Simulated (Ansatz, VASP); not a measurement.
## Two plane-wave programs on Sr2Tl3

```
Sr Tl
1.0
     6.13892    0.00000    0.00000
     0.00000    6.13892    0.00000
     0.00000    0.00000    6.13892
Sr Tl
2 3
Direct
  0.50000 0.50000 0.50000
  0.00000 0.00000 0.00000
  0.00000 0.50000 0.50000
  0.50000 0.00000 0.50000
  0.50000 0.50000 0.00000
```

Alike in both runs: functional PBE; k mesh 6 × 6 × 6; occupations gaussian, width 0.1 eV; no spin polarisation.

Ansatz relaxed the structure, and its values are those at the end. VASP's run is a single point on that final structure, the one shown.

|  | VASP | Ansatz |
| --- | --- | --- |
| version | VASP 6.6.1 | Ansatz 0.2.0 |
| potentials or method | VASP PAW PBE potentials, release 64 (Sr_sv, Tl_d), cutoff 520 eV | scalar-relativistic, plane waves, PAW |
| valence electrons in the cell | 59 | 59 |

```tsv
	VASP	Ansatz	Ansatz less VASP
gap on the k mesh at the Fermi level (eV)	none	none	-
pressure (GPa)	0.0	0.0	0.00
```

A gap of «none» marks a metal or a gap that the smearing closes. With one functional, cell and mesh, what is left measures potentials, basis and numerics.

Neither program's run includes spin-orbit coupling.
